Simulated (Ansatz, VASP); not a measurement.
# Two plane-wave programs on Ta

```xyz
1
Lattice="-1.6463 1.6463 1.6463 1.6463 -1.6463 1.6463 1.6463 1.6463 -1.6463" Properties=species:S:1:pos:R:3 pbc="T T T"
Ta    0.0000    0.0000    0.0000
```

Alike in both runs: functional r2SCAN; k mesh 8 × 8 × 8; occupations gaussian, width 0.1541 eV; no spin polarisation.

Ansatz relaxed the structure, and its values are those at the end. VASP's run is a single point on that final structure, the one shown.

```csv
,VASP,Ansatz
version,VASP 6.6.1,Ansatz 0.2.0
potentials or method,"VASP PAW PBE potentials, release 64 (Ta_pv), cutoff 550 eV",PAW plane waves
valence electrons in the cell,11,13
```

|  | VASP | Ansatz | Ansatz less VASP |
| --- | --- | --- | --- |
| gap on the k mesh at the Fermi level (eV) | none | none | - |
| pressure (GPa) | 0.6 | 0.0 | -0.66 |

VASP's potentials were made for PBE, not for r2SCAN. A gap of «none» marks a metal or a gap that the smearing closes. VASP's potentials hold 11 valence electrons a cell and Ansatz's 13, so a difference there can come from the potentials and not from the codes.

Spin-orbit coupling is off throughout.
